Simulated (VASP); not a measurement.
C: single point with PBEsol

C:

```
CELL_PARAMETERS angstrom
0.00000 1.84533 1.84533
1.84533 0.00000 1.84533
1.84533 1.84533 0.00000
ATOMIC_POSITIONS crystal
C 0.50000 0.50000 0.50000
C 0.75000 0.75000 0.75000
```

This cell differs from its parent crystal: volume scaled by 1.12.

- Program: VASP 6.6.1
- Task: single point
- Functional: PBEsol
- Potentials or basis: VASP PAW PBE potentials, release 64 (C)
- Cutoff: 520 eV
- k mesh: 13 × 13 × 13
- Occupations: fermi-dirac, width 0.05 eV
- Spin: no spin polarisation

- Pressure: -40.7 GPa
- Band gap on the k mesh: 3.79 eV, indirect (least direct gap 5.26 eV)

Levels at points of the mesh, in eV from the valence-band top:
```
           k point  band 1  band 2  band 3  band 4  band 5  band 6  band 7  band 8  band 9
(0.00, 0.00, 0.00)  -20.19    0.00    0.00    0.00    5.26    5.26    5.26   11.11   17.69
```

It took 20 s on 1 thread of AMD EPYC 7R43 64-Core Processor (Zen 3), with other jobs on the host, peak memory 0.08 GiB.

Caveat: the PAW data sets were made with another functional, which shifts forces and pressure a little. A k mesh can miss the band edges.
